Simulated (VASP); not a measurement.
Wanted: the native input for a VASP 6.6.1 run.

| Quantity | Value |
| --- | --- |
| Task | single point |
| Functional | PBE |
| Dispersion | D3(BJ) |
| Potentials or basis | VASP PAW PBE potentials, release 64 (Co, Si) |
| Cutoff | 520 eV |
| k mesh | 14 × 14 × 14 |
| Occupations | gaussian, width 0.1 eV |
| Spin | no spin polarisation |
| Dipole correction | no |
| Further INCAR settings | ALGO = Normal; EDIFF = 1e-06; NBANDS = 16 |

The structure of CoSi2 lies in POSCAR:

```
CoSi2
1.0
    0.0000000000      2.6523202603      2.6523202603
    2.6523202603      0.0000000000      2.6523202603
    2.6523202603      2.6523202603      0.0000000000
Co Si
1 2
Direct
    0.0000000000      0.0000000000      0.0000000000
    0.2500000000      0.2500000000      0.2500000000
    0.7500000000      0.7500000000      0.7500000000
```

These files were run (other wordings do the same):

INCAR

```
PREC     = Accurate       # precision mode
ENCUT    = 520            # plane-wave cutoff, eV
EDIFF    = 1E-6           # SCF threshold, eV
ISMEAR   = 0              # smearing method
SIGMA    = 0.1            # smearing width, eV
LREAL    = False          # projectors in reciprocal space
LASPH    = True           # aspherical terms in the spheres
NELM     = 60             # most SCF steps
ALGO     = Normal         # electronic algorithm
ISIF     = 2              # what is computed and relaxed
LWAVE    = False          # write WAVECAR
LCHARG   = False          # write CHGCAR
GGA      = PE             # functional
IVDW     = 12             # dispersion correction
NBANDS   = 16             # bands
```

KPOINTS

```
regular mesh
0
Gamma
  14 14 14
```

Potentials or basis: VASP PAW PBE potentials, release 64 (Co, Si).

Launch:

```sh
$ cat potpaw_PBE.64/Co/POTCAR potpaw_PBE.64/Si/POTCAR > POTCAR
$ mpirun -np 1 vasp_std > vasp.out
```

Results of the run:

```json
{"Pressure": "-0.2 GPa", "Dispersion energy per atom": "-0.456 eV"}
```

Caveat: pairwise dispersion overbinds metals, which lowers pressure and volume.

Wall time 36 s on 1 thread of Intel(R) Xeon(R) Platinum 8488C (Sapphire Rapids), with other jobs on the host, peak memory 0.2 GiB.
